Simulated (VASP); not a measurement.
# BiB (Fm-3m) in VASP: notebook

Aim: see how the results for BiB move with the level of theory and the settings. Levels: PBE-based global hybrid with 10 % exact exchange, PBE-based global hybrid with 75 % exact exchange, PBE-based screened hybrid with 35 % exact exchange, PBE-based global hybrid with 5 % exact exchange, HSE06. Tasks: single point.

Program: VASP 6.6.1. These are calculated values, not measurements. Logs are shortened: lines on timing, memory, paths and dates and some standing lists are left out, and cuts for length are marked.

## Step 1: The cell of the first run

Symmetry: Fm-3m, No. 225, cubic system. The conventional cell has a = 5.254 Å, b = 5.254 Å, c = 5.254 Å, α = 90.00°, β = 90.00°, γ = 90.00°. Within 3.5 Å of B (site symmetry m-3m) lie 6 Bi at 2.63 Å. Bi (site symmetry m-3m) has 6 B at 2.63 Å within 3.5 Å.

## Step 2: Single point, PBE-based global hybrid with 10 % exact exchange

Contents of POSCAR:

```
BiB
1.0
    0.0000000000      2.6268329169      2.6268329169
    2.6268329169      0.0000000000      2.6268329169
    2.6268329169      2.6268329169      0.0000000000
B Bi
1 1
Direct
    0.0000000000      0.0000000000      0.0000000000
    0.5000000000      0.5000000000      0.5000000000
```

Contents of INCAR.step1:

```
PREC = Accurate ; ENCUT = 420
EDIFF = 1E-5 ; ISMEAR = -1
SIGMA = 0.02 ; LREAL = False
LASPH = True ; NELM = 120
ALGO = Normal ; ISIF = 2
LWAVE = True ; LCHARG = False
GGA = PE ; NBANDS = 16
GGA_COMPAT = False
```

Contents of INCAR.step2:

```
PREC = Accurate ; ENCUT = 420
EDIFF = 1E-6 ; ISMEAR = -1
SIGMA = 0.02 ; LREAL = False
LASPH = True ; NELM = 120
ALGO = Normal ; ISIF = 2
LWAVE = False ; LCHARG = False
GGA = PE ; LHFCALC = True
AEXX = 0.1 ; PRECFOCK = Normal
ISTART = 1 ; NBANDS = 16
GGA_COMPAT = False
```

Contents of KPOINTS:

```
regular mesh
0
Gamma
  4 4 4
```

Potentials or basis: VASP PAW PBE potentials, release 64 (B, Bi_d).

Command:

```console
$ cat potpaw_PBE.64/B/POTCAR potpaw_PBE.64/Bi_d/POTCAR > POTCAR
$ cp INCAR.step1 INCAR
$ mpirun -np 1 vasp_std > vasp.out
$ cp INCAR.step2 INCAR
$ mpirun -np 1 vasp_std > vasp.out
```

OUTCAR:

```text
PREC = Accurate
   ENCUT = 420
   EDIFF = 1E-6
   ISMEAR = -1
   LREAL = False
   LASPH = True
   NELM = 120
   ISIF = 2
   GGA = PE
   LHFCALC = True
   AEXX = 0.1
   PRECFOCK = Normal
   ISTART = 1

 ion  position               nearest neighbor table
   1  0.000  0.000  0.000-   2 2.63   2 2.63   2 2.63   2 2.63   2 2.63   2 2.63
   2  0.500  0.500  0.500-   1 2.63   1 2.63   1 2.63   1 2.63   1 2.63   1 2.63

  LATTYP: Found a face centered cubic cell.
 ALAT       =     5.2536658338

  Lattice vectors:

 A1 = (   0.0000000000,   2.6268329169,   2.6268329169)
 A2 = (   2.6268329169,   0.0000000000,   2.6268329169)
 A3 = (   2.6268329169,   2.6268329169,   0.0000000000)

Analysis of symmetry for initial positions (statically):
=====================================================================
 Subroutine PRICEL returns:
 Original cell was already a primitive cell.

 Routine SETGRP: Setting up the symmetry group for a
 face centered cubic supercell.

 Subroutine GETGRP returns: Found 48 space group operations
 (whereof 48 operations were pure point group operations)
 out of a pool of 48 trial point group operations.

The static configuration has the point symmetry O_h .

Analysis of symmetry for dynamics (positions and initial velocities):
=====================================================================
 Subroutine PRICEL returns:
 Original cell was already a primitive cell.

 Routine SETGRP: Setting up the symmetry group for a
 face centered cubic supercell.

 Subroutine GETGRP returns: Found 48 space group operations
 (whereof 48 operations were pure point group operations)
 out of a pool of 48 trial point group operations.

The dynamic configuration has the point symmetry O_h .

 Subroutine INISYM returns: Found 48 space group operations
 (whereof 48 operations are pure point group operations),
 and found     1 'primitive' translations

----------------------------------------------------------------------------------------

                                     Primitive cell

  volume of cell :      36.2516

  direct lattice vectors                    reciprocal lattice vectors
     0.000000000  2.626832917  2.626832917    -0.190343283  0.190343283  0.190343283
     2.626832917  0.000000000  2.626832917     0.190343283 -0.190343283  0.190343283
     2.626832917  2.626832917  0.000000000     0.190343283  0.190343283 -0.190343283

  length of vectors
     3.714902737  3.714902737  3.714902737     0.329684236  0.329684236  0.329684236

  position of ions in fractional coordinates (direct lattice)
     0.000000000  0.000000000  0.000000000
     0.500000000  0.500000000  0.500000000

  ion indices of the primitive-cell ions
   primitive index   ion index
                 1           1
                 2           2

----------------------------------------------------------------------------------------

 KPOINTS: regular mesh

Automatic generation of k-mesh.
 Grid dimensions read from file:
 generate k-points for:    4    4    4

 Generating k-lattice:

  Cartesian coordinates                     Fractional coordinates (reciprocal lattice)
    -0.047585821  0.047585821  0.047585821     0.250000000  0.000000000  0.000000000
     0.047585821 -0.047585821  0.047585821     0.000000000  0.250000000  0.000000000
     0.047585821  0.047585821 -0.047585821     0.000000000  0.000000000  0.250000000

  Length of vectors
     0.082421059  0.082421059  0.082421059

  Shift w.r.t. Gamma in fractional coordinates (k-lattice)
     0.000000000  0.000000000  0.000000000

 Subroutine IBZKPT returns following result:
 ===========================================

 Found      8 irreducible k-points:

 Following reciprocal coordinates:
            Coordinates               Weight
  0.000000  0.000000  0.000000      1.000000
  0.250000  0.000000  0.000000      8.000000
  0.500000  0.000000  0.000000      4.000000
  0.250000  0.250000  0.000000      6.000000
  0.500000  0.250000  0.000000     24.000000
 -0.250000  0.250000  0.000000     12.000000
  0.500000  0.500000  0.000000      3.000000
 -0.250000  0.500000  0.250000      6.000000
   k-points           NKPTS =      8   k-points in BZ     NKDIM =     64   number of bands    NBANDS=     16
   number of dos      NEDOS =    301   number of ions     NIONS =      2
   total plane-waves  NPLWV =  21952
   dimension x,y,z NGX =    28 NGY =   28 NGZ =   28
   dimension x,y,z NGXF=    56 NGYF=   56 NGZF=   56
   ions per type =               1   1
   NGX,Y,Z   is equivalent  to a cutoff of  12.53, 12.53, 12.53 a.u.
   NGXF,Y,Z  is equivalent  to a cutoff of  25.06, 25.06, 25.06 a.u.
 SYSTEM =  unknown system
   PREC   = accura    normal or accurate (medium, high low for compatibility)
   ISTART =      1    job   : 0-new  1-cont  2-samecut
   ICHARG =      0    charge: 1-file 2-atom 10-const
   ISPIN  =      1    spin polarized calculation?
   LNONCOLLINEAR =      F non collinear calculations
   LSORBIT =      F    spin-orbit coupling
   LASPH  =      T    aspherical Exc in radial PAW
   ENCUT  =  420.0 eV  30.87 Ry    5.56 a.u.   6.21  6.21  6.21*2*pi/ulx,y,z
   NELM   =    120;   NELMIN=  2; NELMDL=  0     # of ELM steps
   EDIFF  = 0.1E-05   stopping-criterion for ELM
   LREAL  =      F    real-space projection
   EDIFFG = 0.1E-04   stopping-criterion for IOM
   NSW    =      0    number of steps for IOM
   IBRION =     -1    ionic relax: 0-MD 1-quasi-New 2-CG
   NFREE  =      0    steps in history (QN), initial steepest desc. (CG)
   ISIF   =      2    stress and relaxation
   ISYM   =      3    0-nonsym 1-usesym 2-fastsym
   POTIM  = 0.5000    time-step for ionic-motion
   TEBEG  =    0.0;   TEEND  =   0.0 temperature during run
   PSTRESS=    0.0 pullay stress
   NELECT =      18.0000    total number of electrons
   NUPDOWN=      -1.0000    fix difference up-down
   EMIN   =  10.00;   EMAX   =-10.00  energy-range for DOS
   EFERMI =   0.00;   METHOD = LEGACY
   ISMEAR =    -1;   SIGMA  =   0.02  broadening in eV -4-tet -1-fermi 0-gaus
   EFERMI_NEDOS =   21; number of points for ismear=-14 and -15
   IALGO  =     38    algorithm
   IMIX   =      1    mixing-type and parameters
     AMIX     =   0.40;   BMIX     =  1.00
     AMIX_MAG =   1.60;   BMIX_MAG =  1.00
  volume/ion in A,a.u.               =      18.13       122.32
  Fermi-wavevector in a.u.,A,eV,Ry     =   1.296353  2.449752 22.865007  1.680531
  Thomas-Fermi vector in A             =   2.427815
   LORBIT       =      0    0 simple, 1 ext, 2 COOP (PROOUT), +10 PAW based schemes
   GGA     = PE    functional components
   LHFCALC =     T    Hartree Fock is set to
   PRECFOCK=normal    Normal, Fast or Accurate (Low or Medium for compatibility)
   ENCUT4O =  -1.0   cutoff for four orbital integrals eV
   NKREDX  =     1    reduce k-point grid by
   NKREDY  =     1    reduce k-point grid by
   NKREDZ  =     1    reduce k-point grid by
   AEXX    =    0.1000 exact exchange contribution
   HFSCREEN=    0.0000 screening length (either q_TF or 0.3 A-1)
   HFSCREENC=   0.0000 screening length for correlation (either q_TF or 0.3 A-1)
   ENCUTFOCK=  -1.0 apply spherical cutoff to Coloumb kernel
   IVDW    =     0    specifies the selected vdW correction
   LEPSILON=     F    determine dielectric tensor
   LRPA    =     F    only Hartree local field effects (RPA)
 non-spin polarized calculation
  energy-cutoff  :      420.00
  volume of cell :       36.25
 maximum number of plane-waves:       725
 NGX is ok and might be reduce to    28
  NGX = 20; NGY = 20; NGZ = 20

 number of electron      18.0000003 magnetization

 Free energy of the ion-electron system (eV)
  ---------------------------------------------------
  ext. energy  EPLUGINS =         0.00000000
  ---------------------------------------------------
  free energy    TOTEN  =        -8.89175086 eV

  energy without entropy =       -8.88776585  energy(sigma->0) =       -8.88975836

 E-fermi :   8.5102     XC(G=0): -10.0511

 val. band max:        8.2549189954   @ k =   0.0000   0.0000   0.0000
 cond. band min:       8.5496176628   @ k =   0.2500   0.0000   0.0000
 fundamental gap:      0.2946986674
 Fermi energy:         8.5102303952

 k-point     1 :       0.0000    0.0000    0.0000
  band No.  band energies     occupation
      1     -15.6191      2.00000
      2     -15.6190      2.00000
      3     -15.6190      2.00000
      4     -15.5909      2.00000
      5     -15.5909      2.00000
      6      -6.7875      2.00000
      7       8.0434      2.00000
      8       8.0437      2.00000
      9       8.0438      2.00000
     10       8.2549      1.99999
     11      15.3451      0.00000
     12      15.3451      0.00000
     13      15.3451      0.00000
     14      17.0495      0.00000
     15      17.0496      0.00000
     16      17.0496      0.00000

 k-point     2 :       0.2500    0.0000    0.0000
  band No.  band energies     occupation
      1     -15.6203      2.00000
      2     -15.6203      2.00000
      3     -15.6152      2.00000
      4     -15.5711      2.00000
      5     -15.5710      2.00000
      6      -5.7838      2.00000
      7       2.9871      2.00000
      8       8.5496      0.24491
      9       8.5508      0.23295
     10      10.9448      0.00000
     11      12.7158      0.00000
     12      12.7158      0.00000
     13      12.8761      0.00000
     14      16.8050      0.00000
     15      18.7679      0.00000
     16      18.7679      0.00000

 k-point     3 :       0.5000    0.0000    0.0000
  band No.  band energies     occupation
      1     -15.6396      2.00000
      2     -15.6396      2.00000
      3     -15.6129      2.00000
      4     -15.5325      2.00000
      5     -15.5325      2.00000
      6      -3.7708      2.00000
      7      -0.8075      2.00000
      8       9.5167      0.00000
      9       9.5169      0.00000
     10      10.3558      0.00000
     11      10.3559      0.00000
     12      11.3626      0.00000
     13      11.4440      0.00000
     14      19.4702      0.00000
     15      22.2964      0.00000
     16      22.2965      0.00000

 k-point     4 :       0.2500    0.2500    0.0000
  band No.  band energies     occupation
      1     -15.6423      2.00000
      2     -15.6391      2.00000
      3     -15.5688      2.00000
      4     -15.5667      2.00000
      5     -15.5666      2.00000
      6      -5.4445      2.00000
      7       4.3881      2.00000
      8       6.3027      2.00000
      9       6.3028      2.00000
     10       7.6067      2.00000
     11      13.6431      0.00000
     12      14.6365      0.00000
     13      15.8040      0.00000
     14      15.8041      0.00000
     15      21.5521      0.00000
     16      21.5522      0.00000

 k-point     5 :       0.5000    0.2500    0.0000
  band No.  band energies     occupation
      1     -15.6605      2.00000
      2     -15.6167      2.00000
      3     -15.5895      2.00000
      4     -15.5496      2.00000
      5     -15.5263      2.00000
      6      -3.4834      2.00000
      7       0.7213      2.00000
      8       4.5042      2.00000
      9       6.2493      2.00000
     10       7.4954      2.00000
     11      14.0964      0.00000
     12      14.5533      0.00000
     13      16.0846      0.00000
     14      16.6806      0.00000
     15      21.7953      0.00000
     16      22.5762      0.00000

 k-point     6 :      -0.2500    0.2500    0.0000
  band No.  band energies     occupation
      1     -15.6376      2.00000
      2     -15.6089      2.00000
      3     -15.5941      2.00000
      4     -15.5631      2.00000
      5     -15.5534      2.00000
      6      -4.2402      2.00000
      7       1.3226      2.00000
      8       4.2758      2.00000
      9       8.6083      0.01476
     10       9.6336      0.00000
     11      11.9339      0.00000
     12      13.3600      0.00000
     13      15.3502      0.00000
     14      18.9905      0.00000
     15      19.1699      0.00000
     16      21.2117      0.00000

 k-point     7 :       0.5000    0.5000    0.0000
  band No.  band energies     occupation
      1     -15.6905      2.00000
      2     -15.6655      2.00000
      3     -15.5467      2.00000
      4     -15.5121      2.00000
      5     -15.5120      2.00000
      6      -2.7776      2.00000
      7       1.5483      2.00000
      8       3.7397      2.00000
      9       5.0008      2.00000
     10       5.0009      2.00000
     11      12.5014      0.00000
     12      17.3289      0.00000
     13      17.3289      0.00000
     14      18.0922      0.00000
     15      24.2381      0.00000
     16      25.8183      0.00000

 k-point     8 :      -0.2500    0.5000    0.2500
  band No.  band energies     occupation
      1     -15.6543      2.00000
      2     -15.5908      2.00000
      3     -15.5907      2.00000
      4     -15.5814      2.00000
      5     -15.5120      2.00000
      6      -2.5186      2.00000
      7       1.4096      2.00000
      8       2.9225      2.00000
      9       2.9225      2.00000
     10      10.6173      0.00000
     11      12.2869      0.00000
     12      15.8391      0.00000
     13      15.8391      0.00000
     14      19.2454      0.00000
     15      19.2454      0.00000
     16      25.5813      0.00000

------------------------ aborting loop because EDIFF is reached ----------------------------------------

  FORCE on cell =-STRESS in cart. coord.  units (eV):
  Direction    XX          YY          ZZ          XY          YZ          ZX
  --------------------------------------------------------------------------------------
  -------------------------------------------------------------------------------------
  Total        0.7888360      0.7888360      0.7888360     -0.0000000      0.0000000     -0.0000000
  in kB       34.8634175     34.8634175     34.8634175     -0.0000000      0.0000000     -0.0000000
  external PRESSURE =      34.8634175 kB  Pullay stress =       0.0000000 kB

 VOLUME and BASIS-vectors are now :
 -----------------------------------------------------------------------------
  energy-cutoff  :      420.00
  volume of cell :       36.25
      direct lattice vectors                 reciprocal lattice vectors
     0.000000000  2.626832917  2.626832917    -0.190343283  0.190343283  0.190343283
     2.626832917  0.000000000  2.626832917     0.190343283 -0.190343283  0.190343283
     2.626832917  2.626832917  0.000000000     0.190343283  0.190343283 -0.190343283

 POSITION                                       TOTAL-FORCE (eV/Angst)
 -----------------------------------------------------------------------------------
      0.00000      0.00000      0.00000        -0.000000      0.000000     -0.000000
      2.62683      2.62683      2.62683         0.000000     -0.000000      0.000000
 -----------------------------------------------------------------------------------
    total drift:                                0.000000      0.000000      0.000000

  FREE ENERGIE OF THE ION-ELECTRON SYSTEM (eV)
  ---------------------------------------------------
  free  energy   TOTEN  =        -8.8917508598 eV

  energy  without entropy=       -8.8877658540  energy(sigma->0) =       -8.88975836
```

It took 6.4 min on 1 thread of AMD EPYC 7R43 (Zen 3), shared host; peak memory 0.12 GiB.

What came out:

```
Free energy            : -8.8918 eV
Pressure               : 3.5 GPa
Band gap on the k mesh : zero (bands 9 and 10 overlap by 4.52 eV)
```

Levels at points of the mesh, in eV from the Fermi level:
```csv
k point,band 5,band 6,band 7,band 8,band 9,band 10,band 11,band 12,band 13,band 14
"(0.00, 0.00, 0.00)",-24.10,-15.30,-0.47,-0.47,-0.47,-0.26,6.83,6.83,6.83,8.54
"(0.50, 0.00, 0.00)",-24.04,-12.28,-9.32,1.01,1.01,1.85,1.85,2.85,2.93,10.96
"(0.50, 0.50, 0.00)",-24.02,-11.29,-6.96,-4.77,-3.51,-3.51,3.99,8.82,8.82,9.58
```

Caveat: the k points lie up to 0.52 Å⁻¹ apart, too coarse for converged energies and pressures of a metal; the PAW data sets were made with another functional, which shifts forces and pressure a little; spin-orbit coupling is left out, which moves the levels of the heavy elements.

## Step 3: Single point, PBE-based global hybrid with 75 % exact exchange

POSCAR is that of step 2.

Contents of INCAR.step1:

```
ALGO     = Normal         # electronic algorithm
EDIFF    = 1E-5           # SCF threshold, eV
ENCUT    = 420            # plane-wave cutoff, eV
GGA      = PE             # functional
GGA_COMPAT= F            
ISIF     = 2              # what is computed and relaxed
ISMEAR   = -1             # smearing method
LASPH    = T              # aspherical terms in the spheres
LCHARG   = F              # write CHGCAR
LREAL    = F              # projectors in reciprocal space
LWAVE    = T              # write WAVECAR
NBANDS   = 16             # bands
NELM     = 120            # most SCF steps
PREC     = Accurate       # precision mode
SIGMA    = 0.02           # smearing width, eV
```

Contents of INCAR.step2:

```
AEXX     = 0.75           # exact-exchange fraction
ALGO     = Normal         # electronic algorithm
EDIFF    = 1E-6           # SCF threshold, eV
ENCUT    = 420            # plane-wave cutoff, eV
GGA      = PE             # functional
GGA_COMPAT= F            
ISIF     = 2              # what is computed and relaxed
ISMEAR   = -1             # smearing method
ISTART   = 1            
LASPH    = T              # aspherical terms in the spheres
LCHARG   = F              # write CHGCAR
LHFCALC  = T              # exact exchange
LREAL    = F              # projectors in reciprocal space
LWAVE    = F              # write WAVECAR
NBANDS   = 16             # bands
NELM     = 120            # most SCF steps
PREC     = Accurate       # precision mode
PRECFOCK = Normal       
SIGMA    = 0.02           # smearing width, eV
```

Contents of KPOINTS:

```
k-points
0
Gamma
  4 4 4
```

Potentials or basis: VASP PAW PBE potentials, release 64 (B, Bi_d).

Command:

```console
$ cat potpaw_PBE.64/B/POTCAR potpaw_PBE.64/Bi_d/POTCAR > POTCAR
$ cp INCAR.step1 INCAR
$ mpirun -np 1 vasp_std > vasp.out
$ cp INCAR.step2 INCAR
$ mpirun -np 1 vasp_std > vasp.out
```

Run time: 9.1 min. Hardware: 1 thread of AMD EPYC 7R43 (Zen 3), shared host; peak memory 0.13 GiB.

It converged, with:

| Item | Value |
| --- | --- |
| Free energy | -14.6081 eV |
| Pressure | -2.5 GPa |
| Band gap on the k mesh | zero (bands 9 and 10 overlap by 8.19 eV) |

Levels at points of the mesh, in eV from the Fermi level:
```
           k point  band 5  band 6  band 7  band 8  band 9  band 10  band 11  band 12  band 13  band 14
(0.00, 0.00, 0.00)  -31.18  -21.13   -1.85   -1.70   -1.61    -1.36     9.55     9.56     9.56    10.47
(0.50, 0.00, 0.00)  -31.10  -16.88  -14.27    1.94    2.03     2.86     2.90     4.23     4.69    13.99
(0.50, 0.50, 0.00)  -31.08  -15.60  -10.75   -8.17   -6.19    -6.16     5.16    12.22    12.23    13.23
```

Caveat: the k points lie up to 0.52 Å⁻¹ apart, too coarse for converged energies and pressures of a metal; the PAW data sets were made with another functional, which shifts forces and pressure a little; spin-orbit coupling is left out, which moves the levels of the heavy elements.

(Part 1 of 2 ends here.)
